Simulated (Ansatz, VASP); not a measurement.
Two plane-wave programs on SnSe

POSCAR

```
SnSe
1.0
    0.0000000000      3.3915689676      3.3915689676
    3.3915689676      0.0000000000      3.3915689676
    3.3915689676      3.3915689676      0.0000000000
Sn Se
1 1
Direct
    0.0000000000      0.0000000000      0.0000000000
    0.2500000000      0.2500000000      0.2500000000
```

File INCAR.step1:

```
PREC     = Accurate       # precision mode
ENCUT    = 520            # plane-wave cutoff, eV
EDIFF    = 1E-5           # SCF threshold, eV
ISMEAR   = -1             # smearing method
SIGMA    = 0.02           # smearing width, eV
LREAL    = False          # projectors in reciprocal space
LASPH    = True           # aspherical terms in the spheres
NELM     = 60             # most SCF steps
ALGO     = Normal         # electronic algorithm
ISIF     = 2              # what is computed and relaxed
LWAVE    = True           # write WAVECAR
LCHARG   = False          # write CHGCAR
GGA      = PE             # functional
NBANDS   = 17             # bands
```

The input INCAR.step2:

```
PREC     = Accurate       # precision mode
ENCUT    = 520            # plane-wave cutoff, eV
EDIFF    = 1E-6           # SCF threshold, eV
ISMEAR   = -1             # smearing method
SIGMA    = 0.02           # smearing width, eV
LREAL    = False          # projectors in reciprocal space
LASPH    = True           # aspherical terms in the spheres
NELM     = 60             # most SCF steps
ALGO     = Normal         # electronic algorithm
ISIF     = 2              # what is computed and relaxed
LWAVE    = False          # write WAVECAR
LCHARG   = False          # write CHGCAR
GGA      = PE             # functional
LHFCALC  = True           # exact exchange
HFSCREEN = 0.2079         # screening, 1/A
PRECFOCK = Normal       
ISTART   = 1            
NBANDS   = 17             # bands
```

The input KPOINTS:

```
regular mesh
0
Gamma
  4 4 4
```

Input for Ansatz:

```yaml
crystal:
  lattice:
    - [0.0, 3.3915689676, 3.3915689676]
    - [3.3915689676, 0.0, 3.3915689676]
    - [3.3915689676, 3.3915689676, 0.0]
  atoms:
    - { symbol: Sn, position: [0.0, 0.0, 0.0] }
    - { symbol: Se, position: [0.25, 0.25, 0.25] }
kpoints:
  mp_grid: { grid: [4, 4, 4] }
  band_path:
    path:
      - [0.0, 0.0, 0.0]
      - [-0.5, -0.5, 0.0]
      - [-0.375, -0.375, 0.25]
      - [-0.375, 0.0, 0.375]
      - [0.0, 0.0, 0.5]
      - [-0.5, -0.25, 0.25]
      - [0.25, -0.5, -0.25]
      - [0.0, 0.5, 0.5]
    npoints: 1
hamiltonian:
  xc: hse06
scf:
  occupations: { method: fermi_dirac, width: 0.02 }
  n_extra_bands: 4
output:
  forces: true
  stress: true
  eigenvalues: true
```

Change from the starting cell: hydrostatic strain +0.8%.

Alike in both runs: task single point; functional HSE06; k mesh 4 × 4 × 4; occupations fermi-dirac, width 0.02 eV; no spin polarisation.

|  | VASP | Ansatz |
| --- | --- | --- |
| version | VASP 6.6.1 | Ansatz 0.2.0 |
| potentials or method | VASP PAW PBE potentials, release 64 (Sn_d, Se) | plane waves, PAW |
| plane-wave cutoff (eV) | 520 | 420 |
| valence electrons in the cell | 20 | 30 |

|  | VASP | Ansatz | Ansatz less VASP |
| --- | --- | --- | --- |
| pressure (GPa) | -0.7 | -0.7 | +0.04 |

VASP's potentials hold 20 valence electrons a cell and Ansatz's 30, so a difference there can come from the potentials and not from the codes. Ansatz's warnings: stress exchange threshold loose, stress scf threshold loose.
